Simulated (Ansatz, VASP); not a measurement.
Two plane-wave programs on GaP

The input INCAR:

```
PREC = Accurate
ENCUT = 520
EDIFF = 1E-7
ISMEAR = -1
SIGMA = 0.02
LREAL = F
LASPH = T
NELM = 100
ALGO = Normal
ISIF = 2
LWAVE = F
LCHARG = F
GGA = PE
NBANDS = 16
```

File KPOINTS:

```
Automatic mesh
0
Gamma
  8 8 8
```

The input POSCAR:

```
GaP
1.0
    0.0000000000      2.7253992874      2.7799072732
    2.7253992874      0.0000000000      2.7799072732
    2.7253992874      2.7253992874      0.0000000000
Ga P
1 1
Direct
    0.0000000000      0.0000000000      0.0000000000
    0.2500000000      0.2500000000      0.2500000000
```

Input for Ansatz:

```yaml
crystal:
  lattice:
    - [0.0, 2.7253992874, 2.7799072732]
    - [2.7253992874, 0.0, 2.7799072732]
    - [2.7253992874, 2.7253992874, 0.0]
  atoms:
    - { symbol: Ga, position: [0.0, 0.0, 0.0] }
    - { symbol: P, position: [0.25, 0.25, 0.25] }
kpoints:
  mp_grid: { grid: [8, 8, 8] }
  band_path:
    path:
      - [0.0, 0.0, 0.0]
      - [-0.5, -0.5, 0.0]
      - [-0.375, -0.375, 0.25]
      - [-0.375, 0.0, 0.375]
      - [0.0, 0.0, 0.5]
      - [-0.5, -0.25, 0.25]
      - [0.0, 0.421875, 0.421875]
    npoints: 1
hamiltonian:
  xc: pbe
scf:
  occupations: { method: fermi_dirac, width: 0.02 }
  n_extra_bands: 4
output:
  forces: true
  stress: true
  eigenvalues: true
```

Change from the starting cell: uniaxial_z strain +2.0%.

Alike in both runs: task single point; functional PBE; k mesh 8 × 8 × 8; occupations fermi-dirac, width 0.02 eV; no spin polarisation.

|  | VASP | Ansatz |
| --- | --- | --- |
| version | VASP 6.6.1 | Ansatz 0.2.0 |
| potentials or method | VASP PAW PBE potentials, release 64 (Ga_d, P) | plane waves, PAW |
| plane-wave cutoff (eV) | 520 | 420 |
| valence electrons in the cell | 18 | 18 |

```csv
,VASP,Ansatz,Ansatz less VASP
gap on the k mesh at the Fermi level (eV),1.57,1.57,+0.002
pressure (GPa),0.8,0.8,+0.01
"traceless stress, the component that is largest in VASP (GPa)",-1.00,-1.00,+0.002
```

The functional is the same, so the differences come from potentials, cutoffs and numerics.
